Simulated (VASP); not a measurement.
The system is Ir.

```
Ir
1.0
     2.50227    0.00000    0.00000
     0.00000    2.50227    0.00000
     0.00000    0.00000    2.50227
Ir
1
Direct
  0.00000 0.00000 0.00000
```

```yaml
Program: VASP 6.6.1
Task: relaxation of cell and atoms
Functional: PBE
Potentials_or_basis: VASP PAW PBE potentials, release 64 (Ir)
Cutoff: 600 eV
k_mesh: 17 × 17 × 17
Occupations: fermi-dirac, width 0.08 eV
Spin: no spin polarisation
```

At the start: pressure 24.6 GPa; volume 15.67 Å³/atom.

Task: How do energy, volume and symmetry change on relaxing?

Result: Over 18 steps the energy falls by 94.9 meV/atom and the volume is 17.00 Å³/atom (+8.5 %); space group Pm-3m (No. 221, to 0.05 Å).

Step by step:
```
step  energy change (eV)  largest force (eV/Å)  pressure (GPa)  volume (Å³)
   1              0.0000                0.0000           24.62        15.67
   2              0.5255                0.0000          -32.05        21.79
   3             -0.0939                0.0000           -2.10        17.15
   4             -0.0949                0.0000           -0.29        17.02
   5             -0.0949                0.0000            0.13        17.00
   6             -0.0949                0.0000            0.13        17.00
   7             -0.0949                0.0000            0.13        17.00
   8             -0.0949                0.0000            0.12        17.00
   9             -0.0949                0.0000            0.12        17.00
  10             -0.0949                0.0000            0.12        17.00
  11             -0.0949                0.0000            0.12        17.00
  12             -0.0949                0.0000            0.12        17.00
  13             -0.0949                0.0000            0.12        17.00
  14             -0.0949                0.0000            0.12        17.00
  15             -0.0949                0.0000            0.12        17.00
  16             -0.0949                0.0000            0.11        17.00
  17             -0.0949                0.0000            0.11        17.00
  18             -0.0949                0.0000            0.04        17.00
```

Final structure:
```cif
data_structure
_symmetry_space_group_name_H-M 'P 1'
_symmetry_Int_Tables_number 1
_cell_length_a 2.5713
_cell_length_b 2.5713
_cell_length_c 2.5713
_cell_angle_alpha 90.000
_cell_angle_beta 90.000
_cell_angle_gamma 90.000
_cell_volume 17.00
loop_
_atom_site_label
_atom_site_type_symbol
_atom_site_fract_x
_atom_site_fract_y
_atom_site_fract_z
_atom_site_occupancy
Ir1 Ir 0.00000 0.00000 0.00000 1
```
